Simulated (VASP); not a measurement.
# Al2Cu (I4/mmm) in VASP: a series of runs

Al2Cu is run at these levels: LDA; tasks: single point.

Everything below comes from runs of VASP 6.6.1. Logs are shortened: lines on timing, memory, paths and dates and some standing lists are left out, and cuts for length are marked.

## (1) The cell of the first run

The structure is tetragonal, space group I4/mmm (No. 139). The conventional cell has a = 3.916 Å, b = 3.916 Å, c = 5.576 Å, α = 90.00°, β = 90.00°, γ = 90.00°. Al (site symmetry -4m2) has 4 Cu at 2.40 Å and 6 Al at 2.77 to 2.79 Å within 3.2 Å. Cu (site symmetry 4/mmm) has 8 Al at 2.40 Å within 3.2 Å.

## (2) Single point, LDA

INCAR

```
PREC = Accurate
ENCUT = 520
EDIFF = 1E-6
ISMEAR = 0
SIGMA = 0.15
LREAL = F
LASPH = T
NELM = 80
ALGO = Fast
ISIF = 2
LWAVE = F
LCHARG = F
NBANDS = 16
```

KPOINTS

```
regular mesh
0
Gamma
  14 14 14
```

POSCAR

```
Al2Cu
1.0
   -1.9579079664      1.9579079664      2.7878500000
    1.9579079664     -1.9579079664      2.7878500000
    1.9579079664      1.9579079664     -2.7878500000
Al Cu
2 1
Direct
    0.7500000000      0.2500000000      0.5000000000
    0.2500000000      0.7500000000      0.5000000000
    0.5000000000      0.5000000000      0.0000000000
```

Potentials or basis: VASP PAW LDA potentials, release 64 (Al, Cu).

The run is started by

```
> cat potpaw_LDA.64/Al/POTCAR potpaw_LDA.64/Cu/POTCAR > POTCAR
> mpirun -np 1 vasp_std > vasp.out
```

OUTCAR:

```text
PREC = Accurate
   ENCUT = 520
   EDIFF = 1E-6
   ISMEAR = 0
   LREAL = F
   LASPH = T
   NELM = 80
   ISIF = 2

 ion  position               nearest neighbor table
   1  0.750  0.250  0.500-   3 2.40   3 2.40   3 2.40   3 2.40   2 2.77   2 2.77   2 2.77   2 2.77
                             2 2.79   2 2.79
   2  0.250  0.750  0.500-   3 2.40   3 2.40   3 2.40   3 2.40   1 2.77   1 2.77   1 2.77   1 2.77
                             1 2.79   1 2.79
   3  0.500  0.500  0.000-   2 2.40   1 2.40   1 2.40   2 2.40   1 2.40   2 2.40   2 2.40   1 2.40

  LATTYP: Found a body centered tetragonal cell.
 ALAT       =     3.9158159328
 C/A-ratio  =     1.4238922604

  Lattice vectors:

 A1 = (  -1.9579079664,   1.9579079664,   2.7878500000)
 A2 = (   1.9579079664,  -1.9579079664,   2.7878500000)
 A3 = (   1.9579079664,   1.9579079664,  -2.7878500000)

Analysis of symmetry for initial positions (statically):
=====================================================================
 Subroutine PRICEL returns:
 Original cell was already a primitive cell.

 Routine SETGRP: Setting up the symmetry group for a
 body centered tetragonal supercell.

 Subroutine GETGRP returns: Found 16 space group operations
 (whereof 16 operations were pure point group operations)
 out of a pool of 16 trial point group operations.

The static configuration has the point symmetry D_4h.

Analysis of symmetry for dynamics (positions and initial velocities):
=====================================================================
 Subroutine PRICEL returns:
 Original cell was already a primitive cell.

 Routine SETGRP: Setting up the symmetry group for a
 body centered tetragonal supercell.

 Subroutine GETGRP returns: Found 16 space group operations
 (whereof 16 operations were pure point group operations)
 out of a pool of 16 trial point group operations.

The dynamic configuration has the point symmetry D_4h.

 Subroutine INISYM returns: Found 16 space group operations
 (whereof 16 operations are pure point group operations),
 and found     1 'primitive' translations

----------------------------------------------------------------------------------------

                                     Primitive cell

  volume of cell :      42.7478

  direct lattice vectors                    reciprocal lattice vectors
    -1.957907966  1.957907966  2.787850000     0.000000000  0.255374619  0.179349678
     1.957907966 -1.957907966  2.787850000     0.255374619  0.000000000  0.179349678
     1.957907966  1.957907966 -2.787850000     0.255374619  0.255374619  0.000000000

  length of vectors
     3.929238454  3.929238454  3.929238454     0.312061697  0.312061697  0.361154249

  position of ions in fractional coordinates (direct lattice)
     0.750000000  0.250000000  0.500000000
     0.250000000  0.750000000  0.500000000
     0.500000000  0.500000000  0.000000000

  ion indices of the primitive-cell ions
   primitive index   ion index
                 1           1
                 2           2
                 3           3

----------------------------------------------------------------------------------------

 KPOINTS: regular mesh

Automatic generation of k-mesh.
 Grid dimensions read from file:
 generate k-points for:   14   14   14

 Generating k-lattice:

  Cartesian coordinates                     Fractional coordinates (reciprocal lattice)
     0.000000000  0.018241044  0.012810691     0.071428571 -0.000000000  0.000000000
     0.018241044  0.000000000  0.012810691    -0.000000000  0.071428571  0.000000000
     0.018241044  0.018241044  0.000000000     0.000000000  0.000000000  0.071428571

  Length of vectors
     0.022290121  0.022290121  0.025796732

  Shift w.r.t. Gamma in fractional coordinates (k-lattice)
     0.000000000  0.000000000  0.000000000

 Subroutine IBZKPT returns following result:
 ===========================================

 Found    244 irreducible k-points:

 Following reciprocal coordinates:
            Coordinates               Weight
  0.000000  0.000000  0.000000      1.000000
  0.071429  0.000000 -0.000000      8.000000
  0.142857  0.000000 -0.000000      8.000000
  0.214286  0.000000  0.000000      8.000000
  0.285714  0.000000  0.000000      8.000000
  0.357143  0.000000 -0.000000      8.000000
[... 16 lines left out ...]
  0.214286  0.142857  0.000000     16.000000
  0.285714  0.142857 -0.000000     16.000000
 [... further k-points ...]
   k-points           NKPTS =    244   k-points in BZ     NKDIM =    244   number of bands    NBANDS=     16
   number of dos      NEDOS =    301   number of ions     NIONS =      3
   total plane-waves  NPLWV =  27000
   dimension x,y,z NGX =    30 NGY =   30 NGZ =   30
   dimension x,y,z NGXF=    60 NGYF=   60 NGZF=   60
   ions per type =               2   1
   NGX,Y,Z   is equivalent  to a cutoff of  12.69, 12.69, 12.69 a.u.
   NGXF,Y,Z  is equivalent  to a cutoff of  25.39, 25.39, 25.39 a.u.
 SYSTEM =  unknown system
   PREC   = accura    normal or accurate (medium, high low for compatibility)
   ISTART =      0    job   : 0-new  1-cont  2-samecut
   ICHARG =      2    charge: 1-file 2-atom 10-const
   ISPIN  =      1    spin polarized calculation?
   LNONCOLLINEAR =      F non collinear calculations
   LSORBIT =      F    spin-orbit coupling
   LASPH  =      T    aspherical Exc in radial PAW
   ENCUT  =  520.0 eV  38.22 Ry    6.18 a.u.   7.31  7.31  7.31*2*pi/ulx,y,z
   NELM   =     80;   NELMIN=  2; NELMDL= -5     # of ELM steps
   EDIFF  = 0.1E-05   stopping-criterion for ELM
   LREAL  =      F    real-space projection
   EDIFFG = 0.1E-04   stopping-criterion for IOM
   NSW    =      0    number of steps for IOM
   IBRION =     -1    ionic relax: 0-MD 1-quasi-New 2-CG
   NFREE  =      0    steps in history (QN), initial steepest desc. (CG)
   ISIF   =      2    stress and relaxation
   ISYM   =      2    0-nonsym 1-usesym 2-fastsym
   POTIM  = 0.5000    time-step for ionic-motion
   TEBEG  =    0.0;   TEEND  =   0.0 temperature during run
   PSTRESS=    0.0 pullay stress
   NELECT =      17.0000    total number of electrons
   NUPDOWN=      -1.0000    fix difference up-down
   EMIN   =  10.00;   EMAX   =-10.00  energy-range for DOS
   EFERMI =   0.00;   METHOD = LEGACY
   ISMEAR =     0;   SIGMA  =   0.15  broadening in eV -4-tet -1-fermi 0-gaus
   EFERMI_NEDOS =   21; number of points for ismear=-14 and -15
   IALGO  =     68    algorithm
   IMIX   =      4    mixing-type and parameters
     AMIX     =   0.40;   BMIX     =  1.00
     AMIX_MAG =   1.60;   BMIX_MAG =  1.00
  volume/ion in A,a.u.               =      14.25        96.16
  Fermi-wavevector in a.u.,A,eV,Ry     =   1.203889  2.275021 19.719591  1.449349
  Thomas-Fermi vector in A             =   2.339630
   LORBIT       =      0    0 simple, 1 ext, 2 COOP (PROOUT), +10 PAW based schemes
   GGA     = CA    functional components
   LHFCALC =     F    Hartree Fock is set to
   AEXX    =    0.0000 exact exchange contribution
   IVDW    =     0    specifies the selected vdW correction
   LEPSILON=     F    determine dielectric tensor
   LRPA    =     F    only Hartree local field effects (RPA)
 non-spin polarized calculation
 RMM-DIIS sequential band-by-band and
 Gauss-broadening in eV      SIGMA  =   0.15
  energy-cutoff  :      520.00
  volume of cell :       42.75
 maximum number of plane-waves:      1172
 NGX is ok and might be reduce to    30
   NGX = 15   NGY = 15   NGZ = 15

 number of electron      16.9999991 magnetization

 Free energy of the ion-electron system (eV)
  ---------------------------------------------------
  ext. energy  EPLUGINS =         0.00000000
  ---------------------------------------------------
  free energy    TOTEN  =       -13.63206812 eV

  energy without entropy =      -13.62245711  energy(sigma->0) =      -13.62726262

 E-fermi :   7.9818     XC(G=0): -11.1341

 val. band max:        7.9811682636   @ k =   0.4286   0.0714  -0.0000
 cond. band min:       7.9990989460   @ k =   0.4286   0.1429  -0.0000
 fundamental gap:      0.0179306824
 Fermi energy:         7.9818163446

 k-point     1 :       0.0000    0.0000    0.0000
  band No.  band energies     occupation
      1      -2.9094      2.00000
      2       2.8957      2.00000
      3       2.8957      2.00000
      4       2.9028      2.00000
      5       3.5119      2.00000
      6       3.5248      2.00000
[... 8 lines left out ...]
     15      15.5201      0.00000
     16      15.5201      0.00000

 k-point     2 :       0.0714    0.0000   -0.0000
  band No.  band energies     occupation
      1      -2.8357      2.00000
      2       2.8762      2.00000
      3       2.9077      2.00000
      4       2.9126      2.00000
      5       3.5088      2.00000
      6       3.5215      2.00000
[... 8 lines left out ...]
     15      14.6129      0.00000
     16      15.2474      0.00000

 k-point     3 :       0.1429    0.0000   -0.0000
  band No.  band energies     occupation
      1      -2.6155      2.00000
      2       2.8116      2.00000
      3       2.9401      2.00000
      4       2.9442      2.00000
      5       3.5027      2.00000
      6       3.5145      2.00000
[... 8 lines left out ...]
     15      14.6670      0.00000
     16      14.9942      0.00000

 k-point     4 :       0.2143    0.0000    0.0000
  band No.  band energies     occupation
      1      -2.2520      2.00000
      2       2.6969      2.00000
      3       2.9824      2.00000
      4       2.9851      2.00000
      5       3.5022      2.00000
      6       3.5121      2.00000
[... 8 lines left out ...]
     15      14.2570      0.00000
     16      16.0143      0.00000

 k-point     5 :       0.2857    0.0000    0.0000
  band No.  band energies     occupation
      1      -1.7518      2.00000
      2       2.5020      2.00000
      3       3.0203      2.00000
      4       3.0206      2.00000
      5       3.5170      2.00000
      6       3.5238      2.00000
[... 8 lines left out ...]
     15      15.0652      0.00000
     16      17.1288      0.00000

 k-point     6 :       0.3571    0.0000   -0.0000
  band No.  band energies     occupation
      1      -1.1295      2.00000
      2       2.1383      2.00000
      3       3.0410      2.00000
      4       3.0434      2.00000
      5       3.5474      2.00000
      6       3.5506      2.00000
[... 8 lines left out ...]
     15      16.2162      0.00000
     16      18.3043      0.00000
[... 267 lines left out ...]
 k-point    21 :      -0.0714    0.0714    0.0000
  band No.  band energies     occupation
      1      -2.8107      2.00000
      2       2.8681      2.00000
      3       2.9113      2.00000
      4       2.9188      2.00000
      5       3.5017      2.00000
      6       3.5258      2.00000
[... 8 lines left out ...]
     15      15.3938      0.00000
     16      15.6307      0.00000

 k-point    22 :       0.1429    0.1429   -0.0000
  band No.  band energies     occupation
      1      -2.1323      2.00000
      2       2.6929      2.00000
      3       2.9726      2.00000
      4       3.0193      2.00000
      5       3.4465      2.00000
      6       3.5535      2.00000
[... 8 lines left out ...]
     15      16.0724      0.00000
     16      17.3293      0.00000

 k-point    23 :       0.2143    0.1429    0.0000
  band No.  band energies     occupation
      1      -1.6798      2.00000
      2       2.5690      2.00000
      3       2.9829      2.00000
      4       3.0734      2.00000
      5       3.4338      2.00000
      6       3.5755      2.00000
[... 8 lines left out ...]
     15      16.0534      0.00000
     16      18.4587      0.00000

 k-point    24 :       0.2857    0.1429   -0.0000
  band No.  band energies     occupation
      1      -1.0994      2.00000
      2       2.3407      2.00000
      3       2.9835      2.00000
      4       3.1125      2.00000
      5       3.4524      2.00000
      6       3.5928      2.00000
[... 8 lines left out ...]
     15      15.8169      0.00000
     16      19.2841      0.00000

 [... further k-points ...]

------------------------ aborting loop because EDIFF is reached ----------------------------------------

  FORCE on cell =-STRESS in cart. coord.  units (eV):
  Direction    XX          YY          ZZ          XY          YZ          ZX
  --------------------------------------------------------------------------------------
  -------------------------------------------------------------------------------------
  Total        2.4426583      2.4426583      2.2170357      0.0000000      0.0000000      0.0000000
  in kB       91.5502132     91.5502132     83.0939352      0.0000000      0.0000000      0.0000000
  external PRESSURE =      88.7314539 kB  Pullay stress =       0.0000000 kB

 VOLUME and BASIS-vectors are now :
 -----------------------------------------------------------------------------
  energy-cutoff  :      520.00
  volume of cell :       42.75
      direct lattice vectors                 reciprocal lattice vectors
    -1.957907966  1.957907966  2.787850000     0.000000000  0.255374619  0.179349678
     1.957907966 -1.957907966  2.787850000     0.255374619  0.000000000  0.179349678
     1.957907966  1.957907966 -2.787850000     0.255374619  0.255374619  0.000000000

 POSITION                                       TOTAL-FORCE (eV/Angst)
 -----------------------------------------------------------------------------------
      0.00000      1.95791      1.39393        -0.000000     -0.000000     -0.000000
      1.95791      0.00000      1.39393        -0.000000      0.000000     -0.000000
      0.00000      0.00000      2.78785         0.000000      0.000000      0.000000
 -----------------------------------------------------------------------------------
    total drift:                                0.000000     -0.000000      0.000000

  FREE ENERGIE OF THE ION-ELECTRON SYSTEM (eV)
  ---------------------------------------------------
  free  energy   TOTEN  =       -13.6320681211 eV

  energy  without entropy=      -13.6224571107  energy(sigma->0) =      -13.62726262
```

Run time: 2.9 min. Hardware: 1 thread of AMD EPYC 7R13 (Zen 3), shared host; peak memory 0.24 GiB.

Results:

```
Free energy            : -13.6321 eV
Pressure               : 8.9 GPa
Band gap on the k mesh : zero (an odd number of electrons rules out a gap without spin polarisation)
```

Caveat: the cell stands under pressure.

[end of part 1 of 2]
